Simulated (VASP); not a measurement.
InBiO, 6 atoms in the cell. The typed cell holds 6 atoms: a = 6.196 Å, b = 6.196 Å, c = 6.196 Å, α = 132.12°, β = 132.12°, γ = 70.03°. The cell was built from a structure type or drawn by symmetry, and may not be a known phase.

| Property | Result |
| --- | --- |
| Program | VASP 6.6.1 |
| Task | single point |
| Functional | PBE |
| Potentials or basis | VASP PAW PBE potentials, release 64 (In_d, Bi_d, O) |
| Cutoff | 520 eV |
| k mesh | 4 × 4 × 4 |
| Occupations | gaussian, width 0.1 eV |
| Spin | no spin polarisation |
| Dipole correction | no |
| Further INCAR settings | ALGO = Normal; EDIFF = 1e-06; NBANDS = 43 |

Potentials or basis: VASP PAW PBE potentials, release 64 (In_d, Bi_d, O).

Run with:

```console
$ cat potpaw_PBE.64/In_d/POTCAR potpaw_PBE.64/Bi_d/POTCAR potpaw_PBE.64/O/POTCAR > POTCAR
$ mpirun -np 1 vasp_std > vasp.out
```

Hardware: 1 thread of Intel(R) Xeon(R) Platinum 8488C (Sapphire Rapids), with other jobs on the host.

Q: Estimate the wall time of this run.

A: Wall time 98 s on 1 thread of Intel(R) Xeon(R) Platinum 8488C (Sapphire Rapids) (shared host), peak memory 0.34 GiB. Counts: scf iterations 15, k points 13.
